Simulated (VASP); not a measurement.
# Pt (Pm-3m) in VASP: notebook

Pt is run at these levels: PBEsol; tasks: relaxation of cell and atoms.

Everything below comes from runs of VASP 6.6.1. Logs are shortened: lines on timing, memory, paths and dates and some standing lists are left out, and cuts for length are marked.

## Step 1: The cell of the first run

Symmetry: Pm-3m, No. 221, cubic system. The conventional cell has a = 2.550 Å, b = 2.550 Å, c = 2.550 Å, α = 90.00°, β = 90.00°, γ = 90.00°. Pt (site symmetry m-3m) has 6 Pt at 2.55 Å within 3.4 Å.

## Step 2: Relaxation of cell and atoms, PBEsol

Input file INCAR:

```
PREC = Accurate ; ENCUT = 600
EDIFF = 1E-6 ; ISMEAR = 1
SIGMA = 0.05 ; LREAL = F
LASPH = T ; NELM = 100
ALGO = Normal ; ISIF = 3
LWAVE = F ; LCHARG = F
GGA = PS ; IBRION = 2
NSW = 80 ; EDIFFG = -0.01
```

Input file KPOINTS:

```
Automatic mesh
0
Gamma
  9 9 9
```

Input file POSCAR:

```
Pt
1.0
    2.5500000000      0.0000000000      0.0000000000
    0.0000000000      2.5500000000      0.0000000000
    0.0000000000      0.0000000000      2.5500000000
Pt
1
Direct
    0.0000000000      0.0000000000      0.0000000000
```

Potentials or basis: VASP PAW PBE potentials, release 64 (Pt).

The run is started by

```bash
$ cat potpaw_PBE.64/Pt/POTCAR > POTCAR
$ mpirun -np 1 vasp_std > vasp.out
```

OUTCAR:

```text
PREC = Accurate
   ENCUT = 600
   EDIFF = 1E-6
   ISMEAR = 1
   LREAL = F
   LASPH = T
   NELM = 100
   ISIF = 3
   GGA = PS
   IBRION = 2
   NSW = 80
   EDIFFG = -0.01

 ion  position               nearest neighbor table
   1  0.000  0.000  0.000-

  LATTYP: Found a simple cubic cell.
 ALAT       =     2.5500000000

  Lattice vectors:

 A1 = (   2.5500000000,   0.0000000000,   0.0000000000)
 A2 = (   0.0000000000,   2.5500000000,   0.0000000000)
 A3 = (   0.0000000000,   0.0000000000,   2.5500000000)

Analysis of symmetry for initial positions (statically):
=====================================================================
 Subroutine PRICEL returns:
 Original cell was already a primitive cell.

 Routine SETGRP: Setting up the symmetry group for a
 simple cubic supercell.

 Subroutine GETGRP returns: Found 48 space group operations
 (whereof 48 operations were pure point group operations)
 out of a pool of 48 trial point group operations.

The static configuration has the point symmetry O_h .

Analysis of symmetry for dynamics (positions and initial velocities):
=====================================================================
 Subroutine PRICEL returns:
 Original cell was already a primitive cell.

 Routine SETGRP: Setting up the symmetry group for a
 simple cubic supercell.

 Subroutine GETGRP returns: Found 48 space group operations
 (whereof 48 operations were pure point group operations)
 out of a pool of 48 trial point group operations.

The dynamic configuration has the point symmetry O_h .

 Subroutine INISYM returns: Found 48 space group operations
 (whereof 48 operations are pure point group operations),
 and found     1 'primitive' translations

----------------------------------------------------------------------------------------

                                     Primitive cell

  volume of cell :      16.5814

  direct lattice vectors                    reciprocal lattice vectors
     2.550000000  0.000000000  0.000000000     0.392156863  0.000000000  0.000000000
     0.000000000  2.550000000  0.000000000     0.000000000  0.392156863  0.000000000
     0.000000000  0.000000000  2.550000000     0.000000000  0.000000000  0.392156863

  length of vectors
     2.550000000  2.550000000  2.550000000     0.392156863  0.392156863  0.392156863

  position of ions in fractional coordinates (direct lattice)
     0.000000000  0.000000000  0.000000000

  ion indices of the primitive-cell ions
   primitive index   ion index
                 1           1

----------------------------------------------------------------------------------------

 KPOINTS: Automatic mesh

Automatic generation of k-mesh.
 Grid dimensions read from file:
 generate k-points for:    9    9    9

 Generating k-lattice:

  Cartesian coordinates                     Fractional coordinates (reciprocal lattice)
     0.043572985  0.000000000  0.000000000     0.111111111  0.000000000  0.000000000
     0.000000000  0.043572985  0.000000000     0.000000000  0.111111111  0.000000000
     0.000000000  0.000000000  0.043572985     0.000000000  0.000000000  0.111111111

  Length of vectors
     0.043572985  0.043572985  0.043572985

  Shift w.r.t. Gamma in fractional coordinates (k-lattice)
     0.000000000  0.000000000  0.000000000

 Subroutine IBZKPT returns following result:
 ===========================================

 Found     35 irreducible k-points:

 Following reciprocal coordinates:
            Coordinates               Weight
  0.000000  0.000000  0.000000      1.000000
  0.111111  0.000000  0.000000      6.000000
  0.222222  0.000000  0.000000      6.000000
  0.333333  0.000000  0.000000      6.000000
  0.444444  0.000000  0.000000      6.000000
  0.111111  0.111111  0.000000     12.000000
[... 16 lines left out ...]
  0.333333  0.333333  0.111111     24.000000
  0.444444  0.333333  0.111111     48.000000
 [... further k-points ...]
   k-points           NKPTS =     35   k-points in BZ     NKDIM =     35   number of bands    NBANDS=      9
   number of dos      NEDOS =    301   number of ions     NIONS =      1
   total plane-waves  NPLWV =   8000
   dimension x,y,z NGX =    20 NGY =   20 NGZ =   20
   dimension x,y,z NGXF=    40 NGYF=   40 NGZF=   40
   ions per type =               1
   NGX,Y,Z   is equivalent  to a cutoff of  13.04, 13.04, 13.04 a.u.
   NGXF,Y,Z  is equivalent  to a cutoff of  26.08, 26.08, 26.08 a.u.
 SYSTEM =  unknown system
   PREC   = accura    normal or accurate (medium, high low for compatibility)
   ISTART =      0    job   : 0-new  1-cont  2-samecut
   ICHARG =      2    charge: 1-file 2-atom 10-const
   ISPIN  =      1    spin polarized calculation?
   LNONCOLLINEAR =      F non collinear calculations
   LSORBIT =      F    spin-orbit coupling
   LASPH  =      T    aspherical Exc in radial PAW
   ENCUT  =  600.0 eV  44.10 Ry    6.64 a.u.   5.09  5.09  5.09*2*pi/ulx,y,z
   NELM   =    100;   NELMIN=  2; NELMDL= -5     # of ELM steps
   EDIFF  = 0.1E-05   stopping-criterion for ELM
   LREAL  =      F    real-space projection
   EDIFFG = -.1E-01   stopping-criterion for IOM
   NSW    =     80    number of steps for IOM
   IBRION =      2    ionic relax: 0-MD 1-quasi-New 2-CG
   NFREE  =      1    steps in history (QN), initial steepest desc. (CG)
   ISIF   =      3    stress and relaxation
   ISYM   =      2    0-nonsym 1-usesym 2-fastsym
   POTIM  = 0.5000    time-step for ionic-motion
   TEBEG  =    0.0;   TEEND  =   0.0 temperature during run
   PSTRESS=    0.0 pullay stress
   NELECT =      10.0000    total number of electrons
   NUPDOWN=      -1.0000    fix difference up-down
   EMIN   =  10.00;   EMAX   =-10.00  energy-range for DOS
   EFERMI =   0.00;   METHOD = LEGACY
   ISMEAR =     1;   SIGMA  =   0.05  broadening in eV -4-tet -1-fermi 0-gaus
   EFERMI_NEDOS =   21; number of points for ismear=-14 and -15
   IALGO  =     38    algorithm
   IMIX   =      4    mixing-type and parameters
     AMIX     =   0.40;   BMIX     =  1.00
     AMIX_MAG =   1.60;   BMIX_MAG =  1.00
  volume/ion in A,a.u.               =      16.58       111.90
  Fermi-wavevector in a.u.,A,eV,Ry     =   1.383146  2.613767 26.029204  1.913092
  Thomas-Fermi vector in A             =   2.507771
   LORBIT       =      0    0 simple, 1 ext, 2 COOP (PROOUT), +10 PAW based schemes
   GGA     = PS    functional components
   LHFCALC =     F    Hartree Fock is set to
   AEXX    =    0.0000 exact exchange contribution
   IVDW    =     0    specifies the selected vdW correction
   LEPSILON=     F    determine dielectric tensor
   LRPA    =     F    only Hartree local field effects (RPA)
 conjugate gradient relaxation of ions
 non-spin polarized calculation
 Methfessel and Paxton  Order N= 1 SIGMA  =   0.05
  energy-cutoff  :      600.00
  volume of cell :       16.58
 maximum number of plane-waves:       565
   NGX = 11   NGY = 11   NGZ = 11

--------------------------------------- Ionic step        1  -------------------------------------------

 number of electron      10.0000000 magnetization

 number of electron       9.9999998 magnetization

 Free energy of the ion-electron system (eV)
  ---------------------------------------------------
  ext. energy  EPLUGINS =         0.00000000
  ---------------------------------------------------
  free energy    TOTEN  =        -6.38856482 eV

  energy without entropy =       -6.38831487  energy(sigma->0) =       -6.38848150

------------------------ aborting loop because EDIFF is reached ----------------------------------------

  FORCE on cell =-STRESS in cart. coord.  units (eV):
  Direction    XX          YY          ZZ          XY          YZ          ZX
  --------------------------------------------------------------------------------------
  -------------------------------------------------------------------------------------
  Total        1.0903501      1.0903501      1.0903501      0.0000000      0.0000000     -0.0000000
  in kB      105.3552080    105.3552080    105.3552080      0.0000000      0.0000000     -0.0000000
  external PRESSURE =     105.3552080 kB  Pullay stress =       0.0000000 kB
[... 90 lines left out ...]
  energy  without entropy=       -6.4130681835  energy(sigma->0) =       -6.41295786

--------------------------------------- Ionic step        4  -------------------------------------------

 number of electron       9.9999999 magnetization

 Free energy of the ion-electron system (eV)
  ---------------------------------------------------
  ext. energy  EPLUGINS =         0.00000000
  ---------------------------------------------------
  free energy    TOTEN  =        -6.41292493 eV

  energy without entropy =       -6.41310453  energy(sigma->0) =       -6.41298480

 E-fermi :   8.6537     XC(G=0): -12.6679

 val. band max:        8.6480880945   @ k =   0.4444   0.1111   0.1111
 cond. band min:       8.6878393116   @ k =   0.1111   0.1111   0.0000
 fundamental gap:      0.0397512171
 Fermi energy:         8.6536519951

 k-point     1 :       0.0000    0.0000    0.0000
  band No.  band energies     occupation
      1      -0.1544      2.00000
      2       2.7125      2.00000
      3       2.7125      2.00000
      4       9.0340     -0.00000
      5       9.0340     -0.00000
      6       9.0340     -0.00000
      7      24.0252      0.00000
      8      24.0252      0.00000
      9      24.0252      0.00000
[... 265 lines left out ...]
 k-point    24 :       0.4444    0.3333    0.1111
  band No.  band energies     occupation
      1       3.2750      2.00000
      2       4.1358      2.00000
      3       6.4119      2.00000
      4       6.8081      2.00000
      5       8.0842      2.00000
      6      11.5789      0.00000
      7      15.0442      0.00000
      8      21.4993      0.00000
      9      24.0189      0.00000

 [... further k-points ...]
[... 5 lines left out ...]
  --------------------------------------------------------------------------------------
  -------------------------------------------------------------------------------------
  Total        0.0003996      0.0003996      0.0003996     -0.0000000     -0.0000000      0.0000000
  in kB        0.0369225      0.0369225      0.0369225     -0.0000000     -0.0000000      0.0000000
  external PRESSURE =       0.0369225 kB  Pullay stress =       0.0000000 kB
[... 16 lines left out ...]
  FREE ENERGIE OF THE ION-ELECTRON SYSTEM (eV)
  ---------------------------------------------------
  free  energy   TOTEN  =        -6.4129249281 eV

  energy  without entropy=       -6.4131045339  energy(sigma->0) =       -6.41298480

 reached required accuracy - stopping structural energy minimisation
```

Run time: 7.7 s. Hardware: 1 thread of Intel Xeon 6975P-C (Granite Rapids), shared host; peak memory 0.13 GiB.

Results:

| Quantity | Value |
| --- | --- |
| Free energy | -6.4129 eV |
| Relaxed volume | 17.34 Å³/atom |
| Relaxed cell | a = 2.588 Å, b = 2.588 Å, c = 2.588 Å, α = 90.00°, β = 90.00°, γ = 90.00° |
| Space group after relaxing (to 0.05 Å) | Pm-3m (No. 221) |
| Energy gained by relaxing | 24.4 meV/atom |
| Ionic steps | 4 |
| Pressure after relaxing | 0.0 GPa |
| Band gap on the k mesh | zero (band 5 reaches 10.39 eV, above the bottom of band 6 at 7.56 eV) |

The path:
```tsv
step	energy change (eV)	largest force (eV/Å)	pressure (GPa)	volume (Å³)
1	0.0000	0.0000	10.54	16.58
2	0.1022	0.0000	-18.09	19.34
3	-0.0243	0.0000	-0.31	17.36
4	-0.0244	0.0000	0.00	17.34
```

Final structure:
```
CELL_PARAMETERS angstrom
2.58835 0.00000 0.00000
0.00000 2.58835 0.00000
0.00000 0.00000 2.58835
ATOMIC_POSITIONS crystal
Pt 0.00000 0.00000 0.00000
```

Caveat: the PAW data sets were made with another functional, which shifts forces and pressure a little; spin-orbit coupling is left out, which moves the levels of the heavy elements.

## Step 3: Relaxation of cell and atoms, PBEsol, target pressure 15 GPa, at which the enthalpy is minimised

Input file INCAR:

```
SYSTEM = Pt
  ALGO = Normal
  EDIFF = 1E-6
  EDIFFG = -0.01
  ENCUT = 600
  GGA = PS
  IBRION = 2
  ISIF = 3
  ISMEAR = 1
  LASPH = .True.
  LCHARG = .False.
  LREAL = .False.
  LWAVE = .False.
  NELM = 80
  NSW = 80
  PREC = Accurate
  PSTRESS = 150.0
  SIGMA = 0.05
```

Input file KPOINTS:

```
k-points
0
Gamma
  9 9 9
  0 0 0
```

POSCAR is that of step 2.

Potentials or basis: VASP PAW PBE potentials, release 64 (Pt).

The run is started by

```bash
$ cat potpaw_PBE.64/Pt/POTCAR > POTCAR
$ mpirun -np 1 vasp_std > vasp.out
```

Wall time 5.9 s (1 thread of Intel Xeon 6975P-C (Granite Rapids), shared host); peak memory 0.13 GiB.

It converged, with:

```yaml
Free_energy: -6.3667 eV
Relaxed_volume: 16.31 Å³/atom
Relaxed_cell: a = 2.536 Å, b = 2.536 Å, c = 2.536 Å, α = 90.00°, β = 90.00°, γ = 90.00°
Space_group_after_relaxing_to_0.05_Å: Pm-3m (No. 221)
Energy_change_on_relaxing_the_enthalpy_is_what_falls: +21.8 meV/atom
Ionic_steps: 3
Pressure_after_relaxing: 15.0 GPa
Band_gap_on_the_k_mesh: zero (band 5 reaches 11.61 eV, above the bottom of band 6 at 8.47 eV)
```

Step by step:
```
step  energy change (eV)  largest force (eV/Å)  pressure (GPa)  volume (Å³)
   1              0.0000                0.0000           10.54        16.58
   2              0.1365                0.0000           31.57        15.50
   3              0.0218                0.0000           14.96        16.31
```

Final structure:
```yaml
crystal:
  lattice:
    - [2.53581, 0.00000, 0.00000]
    - [0.00000, 2.53581, 0.00000]
    - [0.00000, 0.00000, 2.53581]
  atoms:
    - { symbol: Pt, position: [0.00000, 0.00000, 0.00000] }
```

Levels at points of the mesh, in eV from the Fermi level:
```tsv
k point	band 2	band 3	band 4	band 5	band 6	band 7	band 8	band 9
(0.00, 0.00, 0.00)	-6.47	-6.47	0.47	0.47	0.47	15.76	15.76	15.76
```

Caveat: the cell is relaxed towards a set pressure, so the enthalpy falls and the energy may rise; the PAW data sets were made with another functional, which shifts forces and pressure a little; spin-orbit coupling is left out, which moves the levels of the heavy elements.

## Step 4: Relaxation of cell and atoms, PBEsol, target pressure 30 GPa, at which the enthalpy is minimised

Input file INCAR:

```
PREC = Accurate
ENCUT = 600
EDIFF = 1E-6
ISMEAR = 1
SIGMA = 0.05
LREAL = False
LASPH = True
NELM = 100
ALGO = Normal
ISIF = 3
LWAVE = False
LCHARG = False
GGA = PS
IBRION = 2
NSW = 80
EDIFFG = -0.01
PSTRESS = 300.0
```

Input file KPOINTS:

```
regular mesh
0
Gamma
  9 9 9
```

POSCAR is that of step 3.

The run is started by

```bash
$ cat potpaw_PBE.64/Pt/POTCAR > POTCAR
$ mpirun -np 1 vasp_std > vasp.out
```

Run time: 9.5 s. Hardware: 1 thread of Intel Xeon 6975P-C (Granite Rapids), shared host; peak memory 0.13 GiB.

Results (log left out):

```yaml
Free_energy: -6.2638 eV
Relaxed_volume: 15.56 Å³/atom
Relaxed_cell: a = 2.496 Å, b = 2.496 Å, c = 2.496 Å, α = 90.00°, β = 90.00°, γ = 90.00°
Space_group_after_relaxing_to_0.05_Å: Pm-3m (No. 221)
Energy_change_on_relaxing_the_enthalpy_is_what_falls: +124.8 meV/atom
Ionic_steps: 5
Pressure_after_relaxing: 30.0 GPa
Band_gap_on_the_k_mesh: zero (band 5 reaches 12.60 eV, above the bottom of band 6 at 9.22 eV)
```

The path:
| step | energy change (eV) | largest force (eV/Å) | pressure (GPa) | volume (Å³) |
| --- | --- | --- | --- | --- |
| 1 | 0.0000 | 0.0000 | 10.54 | 16.58 |
| 2 | 2.0782 | 0.0000 | 188.26 | 12.20 |
| 3 | 0.1025 | 0.0000 | 27.08 | 15.68 |
| 4 | 0.1178 | 0.0000 | 29.10 | 15.60 |
| 5 | 0.1248 | 0.0000 | 30.03 | 15.56 |

Final structure:
```
Pt
1.0
     2.49643    0.00000    0.00000
     0.00000    2.49643    0.00000
     0.00000    0.00000    2.49643
Pt
1
Direct
  0.00000 0.00000 0.00000
```

Levels at points of the mesh, in eV from the Fermi level:
| k point | band 3 | band 4 | band 5 | band 6 | band 7 | band 8 |
| --- | --- | --- | --- | --- | --- | --- |
| (0.00, 0.00, 0.00) | -6.90 | 0.54 | 0.54 | 0.54 | 16.06 | 16.06 |

Caveat: the cell is relaxed towards a set pressure, so the enthalpy falls and the energy may rise; the PAW data sets were made with another functional, which shifts forces and pressure a little; spin-orbit coupling is left out, which moves the levels of the heavy elements.

## Step 5: Relaxation of cell and atoms, PBEsol, target pressure 45 GPa, at which the enthalpy is minimised

Input file INCAR:

```
ALGO = Normal
EDIFF = 1E-6
EDIFFG = -0.01
ENCUT = 600
GGA = PS
IBRION = 2
ISIF = 3
ISMEAR = 1
LASPH = True
LCHARG = False
LREAL = False
LWAVE = False
NELM = 80
NSW = 80
PREC = Accurate
PSTRESS = 450.0
SIGMA = 0.05
```

Input file KPOINTS:

```
k-points
0
Gamma
  9 9 9
```

POSCAR is that of step 4.

The run is started by

```bash
$ cat potpaw_PBE.64/Pt/POTCAR > POTCAR
$ mpirun -np 1 vasp_std > vasp.out
```

Run time: 10 s. Hardware: 1 thread of Intel Xeon 6975P-C (Granite Rapids), shared host; peak memory 0.13 GiB.

The run converged. Its results:

- Free energy: -6.1326 eV
- Relaxed volume: 14.99 Å³/atom
- Relaxed cell: a = 2.466 Å, b = 2.466 Å, c = 2.466 Å, α = 90.00°, β = 90.00°, γ = 90.00°
- Space group after relaxing (to 0.05 Å): Pm-3m (No. 221)
- Energy change on relaxing (the enthalpy is what falls): +256.0 meV/atom
- Ionic steps: 5
- Pressure after relaxing: 45.1 GPa
- Band gap on the k mesh: zero (band 5 reaches 13.46 eV, above the bottom of band 6 at 9.86 eV)

The path:
| step | energy change (eV) | largest force (eV/Å) | pressure (GPa) | volume (Å³) |
| --- | --- | --- | --- | --- |
| 1 | 0.0000 | 0.0000 | 10.54 | 16.58 |
| 2 | 8.3502 | 0.0000 | 607.38 | 9.41 |
| 3 | 0.1686 | 0.0000 | 35.43 | 15.34 |
| 4 | 0.2126 | 0.0000 | 40.43 | 15.16 |
| 5 | 0.2560 | 0.0000 | 45.08 | 14.99 |

Final structure:
```cif
data_structure
_symmetry_space_group_name_H-M 'P 1'
_symmetry_Int_Tables_number 1
_cell_length_a 2.4659
_cell_length_b 2.4659
_cell_length_c 2.4659
_cell_angle_alpha 90.000
_cell_angle_beta 90.000
_cell_angle_gamma 90.000
_cell_volume 14.99
loop_
_atom_site_label
_atom_site_type_symbol
_atom_site_fract_x
_atom_site_fract_y
_atom_site_fract_z
_atom_site_occupancy
Pt1 Pt 0.00000 0.00000 0.00000 1
```

Levels at points of the mesh, in eV from the Fermi level:
| k point | band 1 | band 2 | band 3 | band 4 | band 5 | band 6 | band 7 | band 8 | band 9 |
| --- | --- | --- | --- | --- | --- | --- | --- | --- | --- |
| (0.00, 0.00, 0.00) | -10.20 | -7.29 | -7.29 | 0.58 | 0.58 | 0.58 | 16.24 | 16.24 | 16.24 |

Caveat: the cell is relaxed towards a set pressure, so the enthalpy falls and the energy may rise; the PAW data sets were made with another functional, which shifts forces and pressure a little; spin-orbit coupling is left out, which moves the levels of the heavy elements.

## Step 6: Overview

| cell | gap on the mesh (eV) | pressure (GPa) |
| --- | --- | --- |
| relaxed | none | 0.0 |
| relaxed to 15 GPa | none | 15.0 |
| relaxed to 30 GPa | none | 30.0 |
| relaxed to 45 GPa | none | 45.1 |

Alike in all rows: task relaxation of cell and atoms; level PBEsol; potentials or basis VASP PAW PBE potentials, release 64 (Pt); no spin polarisation; k mesh 9 × 9 × 9; cutoff (eV) 600; smearing methfessel-paxton 0.05 eV.

Caveats: the PAW data sets were made with another functional, which shifts forces and pressure a little; spin-orbit coupling is left out, which moves the levels of the heavy elements; the cell is relaxed towards a set pressure, so the enthalpy falls and the energy may rise (some runs).

Total energies depend on the potentials used, so only differences within one code and one set of settings carry meaning.
